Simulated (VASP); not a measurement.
# RbAg3 (I4/mmm) in VASP: single point with PBE

Aim: the single point of RbAg3 with PBE.

Program: VASP 6.6.1. These are calculated values, not measurements. Logs are shortened: lines on timing, memory, paths and dates and some standing lists are left out, and cuts for length are marked.

## (1) The cell of the first run

It takes space group I4/mmm (No. 139, tetragonal). Conventional cell: a = 4.586 Å, b = 4.586 Å, c = 9.548 Å, α = 90.00°, β = 90.00°, γ = 90.00°. Rb (site symmetry 4/mmm) has 12 Ag at 3.24 to 3.31 Å within 4.3 Å. Ag (site symmetry 4/mmm) has 4 Rb at 3.24 Å and 8 Ag at 3.31 Å within 4.3 Å. Ag (site symmetry -4m2) has 8 Ag at 3.24 to 3.31 Å and 4 Rb at 3.31 Å within 4.3 Å.

## (2) Single point, PBE

The input, INCAR:

```
ALGO     = Fast           # electronic algorithm
EDIFF    = 1E-7           # SCF threshold, eV
ENCUT    = 520            # plane-wave cutoff, eV
GGA      = PE             # functional
ISIF     = 2              # what is computed and relaxed
ISMEAR   = 0              # smearing method
LASPH    = True           # aspherical terms in the spheres
LCHARG   = False          # write CHGCAR
LREAL    = False          # projectors in reciprocal space
LWAVE    = False          # write WAVECAR
NBANDS   = 29             # bands
NELM     = 80             # most SCF steps
PREC     = Accurate       # precision mode
SIGMA    = 0.1            # smearing width, eV
```

The input, KPOINTS:

```
k-points
0
Gamma
  14 14 14
```

The input, POSCAR:

```
RbAg3
1.0
   -2.2931736685      2.2931736685      4.7740123781
    2.2931736685     -2.2931736685      4.7740123781
    2.2931736685      2.2931736685     -4.7740123781
Rb Ag
1 3
Direct
    0.0000000000      0.0000000000      0.0000000000
    0.5000000000      0.5000000000      0.0000000000
    0.2500000000      0.7500000000      0.5000000000
    0.7500000000      0.2500000000      0.5000000000
```

Potentials or basis: VASP PAW PBE potentials, release 64 (Rb_sv, Ag).

Command:

```console
> cat potpaw_PBE.64/Rb_sv/POTCAR potpaw_PBE.64/Ag/POTCAR > POTCAR
> mpirun -np 1 vasp_std > vasp.out
```

OUTCAR:

```text
EDIFF = 1E-7
   ENCUT = 520
   GGA = PE
   ISIF = 2
   ISMEAR = 0
   LASPH = True
   LREAL = False
   NELM = 80
   PREC = Accurate

 ion  position               nearest neighbor table
   1  0.000  0.000  0.000-   2 3.24   2 3.24   2 3.24   2 3.24   4 3.31   3 3.31   4 3.31   3 3.31
                             4 3.31   4 3.31   3 3.31   3 3.31
   2  0.500  0.500  0.000-   1 3.24   1 3.24   1 3.24   1 3.24   4 3.31   3 3.31   4 3.31   3 3.31
                             3 3.31   3 3.31   4 3.31   4 3.31
   3  0.250  0.750  0.500-   4 3.24   4 3.24   4 3.24   4 3.24   2 3.31   1 3.31   2 3.31   1 3.31
                             1 3.31   1 3.31   2 3.31   2 3.31
   4  0.750  0.250  0.500-   3 3.24   3 3.24   3 3.24   3 3.24   2 3.31   1 3.31   2 3.31   1 3.31
                             2 3.31   2 3.31   1 3.31   1 3.31

  LATTYP: Found a body centered tetragonal cell.
 ALAT       =     4.5863473370
 C/A-ratio  =     2.0818363841

  Lattice vectors:

 A1 = (  -2.2931736685,   2.2931736685,   4.7740123781)
 A2 = (   2.2931736685,  -2.2931736685,   4.7740123781)
 A3 = (   2.2931736685,   2.2931736685,  -4.7740123781)

Analysis of symmetry for initial positions (statically):
=====================================================================
 Subroutine PRICEL returns:
 Original cell was already a primitive cell.

 Routine SETGRP: Setting up the symmetry group for a
 body centered tetragonal supercell.

 Subroutine GETGRP returns: Found 16 space group operations
 (whereof 16 operations were pure point group operations)
 out of a pool of 16 trial point group operations.

The static configuration has the point symmetry D_4h.

Analysis of symmetry for dynamics (positions and initial velocities):
=====================================================================
 Subroutine PRICEL returns:
 Original cell was already a primitive cell.

 Routine SETGRP: Setting up the symmetry group for a
 body centered tetragonal supercell.

 Subroutine GETGRP returns: Found 16 space group operations
 (whereof 16 operations were pure point group operations)
 out of a pool of 16 trial point group operations.

The dynamic configuration has the point symmetry D_4h.

 Subroutine INISYM returns: Found 16 space group operations
 (whereof 16 operations are pure point group operations),
 and found     1 'primitive' translations

[... 97 lines left out ...]
   NELM   =     80;   NELMIN=  2; NELMDL= -5     # of ELM steps
   EDIFF  = 0.1E-06   stopping-criterion for ELM
   LREAL  =      F    real-space projection
   EDIFFG = 0.1E-05   stopping-criterion for IOM
   NSW    =      0    number of steps for IOM
   IBRION =     -1    ionic relax: 0-MD 1-quasi-New 2-CG
   NFREE  =      0    steps in history (QN), initial steepest desc. (CG)
   ISIF   =      2    stress and relaxation
   ISYM   =      2    0-nonsym 1-usesym 2-fastsym
   POTIM  = 0.5000    time-step for ionic-motion
   TEBEG  =    0.0;   TEEND  =   0.0 temperature during run
   PSTRESS=    0.0 pullay stress
   NELECT =      42.0000    total number of electrons
   NUPDOWN=      -1.0000    fix difference up-down
   EMIN   =  10.00;   EMAX   =-10.00  energy-range for DOS
   EFERMI =   0.00;   METHOD = LEGACY
   ISMEAR =     0;   SIGMA  =   0.10  broadening in eV -4-tet -1-fermi 0-gaus
   EFERMI_NEDOS =   21; number of points for ismear=-14 and -15
   IALGO  =     68    algorithm
   IMIX   =      4    mixing-type and parameters
     AMIX     =   0.40;   BMIX     =  1.00
     AMIX_MAG =   1.60;   BMIX_MAG =  1.00
  volume/ion in A,a.u.               =      25.10       169.42
  Fermi-wavevector in a.u.,A,eV,Ry     =   1.224293  2.313579 20.393690  1.498894
  Thomas-Fermi vector in A             =   2.359373
   LORBIT       =      0    0 simple, 1 ext, 2 COOP (PROOUT), +10 PAW based schemes
   GGA     = PE    functional components
   LHFCALC =     F    Hartree Fock is set to
   AEXX    =    0.0000 exact exchange contribution
   IVDW    =     0    specifies the selected vdW correction
   LEPSILON=     F    determine dielectric tensor
   LRPA    =     F    only Hartree local field effects (RPA)
 non-spin polarized calculation
 RMM-DIIS sequential band-by-band and
 Gauss-broadening in eV      SIGMA  =   0.10
  energy-cutoff  :      520.00
  volume of cell :      100.42
 maximum number of plane-waves:      2732
 NGX is ok and might be reduce to    48
   NGX = 21   NGY = 21   NGZ = 21

 number of electron      42.0000004 magnetization

 Free energy of the ion-electron system (eV)
  ---------------------------------------------------
  ext. energy  EPLUGINS =         0.00000000
  ---------------------------------------------------
  free energy    TOTEN  =        -7.60551752 eV

  energy without entropy =       -7.59822925  energy(sigma->0) =       -7.60187339

 E-fermi :   4.3742     XC(G=0):  -9.9561

 val. band max:        4.3740464881   @ k =  -0.4286  -0.4286   0.0714
 cond. band min:       4.3759822831   @ k =  -0.1429   0.5000   0.1429
 fundamental gap:      0.0019357951
 Fermi energy:         4.3741703434

 k-point     1 :       0.0000    0.0000    0.0000
  band No.  band energies     occupation
      1     -22.6254      2.00000
      2      -6.8920      2.00000
      3      -6.8662      2.00000
      4      -6.8662      2.00000
      5      -0.8534      2.00000
      6      -0.5345      2.00000
[... 757 lines left out ...]
     28      11.0709      0.00000
     29      12.4446      0.00000

 [... further k-points ...]

------------------------ aborting loop because EDIFF is reached ----------------------------------------

  FORCE on cell =-STRESS in cart. coord.  units (eV):
  Direction    XX          YY          ZZ          XY          YZ          ZX
  --------------------------------------------------------------------------------------
  -------------------------------------------------------------------------------------
  Total        0.0524785      0.0524785      0.0315747      0.0000000      0.0000000      0.0000000
  in kB        0.8372876      0.8372876      0.5037703      0.0000000      0.0000000      0.0000000
  external PRESSURE =       0.7261152 kB  Pullay stress =       0.0000000 kB

 VOLUME and BASIS-vectors are now :
 -----------------------------------------------------------------------------
  energy-cutoff  :      520.00
  volume of cell :      100.42
      direct lattice vectors                 reciprocal lattice vectors
    -2.293173669  2.293173669  4.774012378     0.000000000  0.218038436  0.104733704
     2.293173669 -2.293173669  4.774012378     0.218038436  0.000000000  0.104733704
     2.293173669  2.293173669 -4.774012378     0.218038436  0.218038436  0.000000000

 POSITION                                       TOTAL-FORCE (eV/Angst)
 -----------------------------------------------------------------------------------
      0.00000      0.00000      0.00000        -0.000000      0.000000     -0.000000
      0.00000      0.00000      4.77401        -0.000000      0.000000     -0.000000
      2.29317     -0.00000      2.38701         0.000000      0.000000      0.000000
     -0.00000      2.29317      2.38701        -0.000000     -0.000000     -0.000000
 -----------------------------------------------------------------------------------
    total drift:                                0.000000     -0.000000      0.000000

  FREE ENERGIE OF THE ION-ELECTRON SYSTEM (eV)
  ---------------------------------------------------
  free  energy   TOTEN  =        -7.6055175204 eV

  energy  without entropy=       -7.5982292543  energy(sigma->0) =       -7.60187339
```

Wall time 17 min (1 thread of Intel Xeon Platinum 8488C (Sapphire Rapids), shared host); peak memory 0.76 GiB.

Results:

```yaml
Free_energy: -7.6055 eV
Pressure: 0.1 GPa
Band_gap_on_the_k_mesh: zero (bands 21 and 22 overlap by 2.96 eV)
```

Levels at points of the mesh, in eV from the Fermi level:
| k point | band 17 | band 18 | band 19 | band 20 | band 21 | band 22 | band 23 | band 24 | band 25 | band 26 |
| --- | --- | --- | --- | --- | --- | --- | --- | --- | --- | --- |
| (0.00, 0.00, 0.00) | -3.70 | -3.70 | -3.57 | -3.24 | 2.04 | 2.16 | 2.86 | 2.86 | 3.14 | 3.95 |
| (0.50, 0.00, 0.00) | -3.84 | -3.72 | -3.56 | -2.54 | -1.99 | 0.90 | 1.85 | 3.06 | 4.88 | 5.66 |
| (0.50, 0.50, 0.00) | -3.82 | -3.67 | -3.50 | -1.62 | -0.16 | 0.36 | 0.71 | 1.90 | 2.84 | 3.81 |
| (0.50, 0.50, 0.50) | -3.58 | -3.58 | -3.24 | -2.91 | -2.62 | 2.41 | 2.69 | 2.69 | 5.32 | 6.83 |
